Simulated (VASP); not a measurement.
Input of a VASP 6.6.1 run:

Contents of INCAR:

```
ALGO = Fast
EDIFF = 1E-7
EDIFFG = -0.01
ENCUT = 600
GGA = PE
IBRION = 2
ISIF = 3
ISMEAR = 0
LASPH = T
LCHARG = F
LREAL = F
LWAVE = F
NELM = 60
NSW = 100
PREC = Accurate
SIGMA = 0.1
```

The input KPOINTS:

```
k-points
0
Gamma
  6 6 6
```

The input POSCAR:

```
Rb4As
1.0
    6.9530810504      0.0000000000      0.0000000000
    0.0000000000      6.9530810504      0.0000000000
    0.0000000000      0.0000000000      6.9530810504
Rb As
4 1
Direct
    0.5000000000      0.5000000000      0.5000000000
    0.0000000000      0.5000000000      0.5000000000
    0.5000000000      0.0000000000      0.5000000000
    0.5000000000      0.5000000000      0.0000000000
    0.0000000000      0.0000000000      0.0000000000
```

Potentials or basis: VASP PAW PBE potentials, release 64 (Rb_sv, As).

Command:

```console
$ cat potpaw_PBE.64/Rb_sv/POTCAR potpaw_PBE.64/As/POTCAR > POTCAR
$ mpirun -np 1 vasp_std > vasp.out
```

Problem. Predict the relaxed volume.

Solution. 78.47 Å³/atom.

Problem. Estimate the band gap on the k mesh.

Solution. Zero (an odd number of electrons rules out a gap without spin polarisation).

Final structure:
```
Rb As
1.0
     7.32087    0.00000    0.00000
     0.00000    7.32087    0.00000
     0.00000    0.00000    7.32087
Rb As
4 1
Direct
  0.50000 0.50000 0.50000
  0.00000 0.50000 0.50000
  0.50000 0.00000 0.50000
  0.50000 0.50000 0.00000
  0.00000 0.00000 0.00000
```

Caveat: the volume moved by over 15 % at a fixed basis, so the end points are rough.
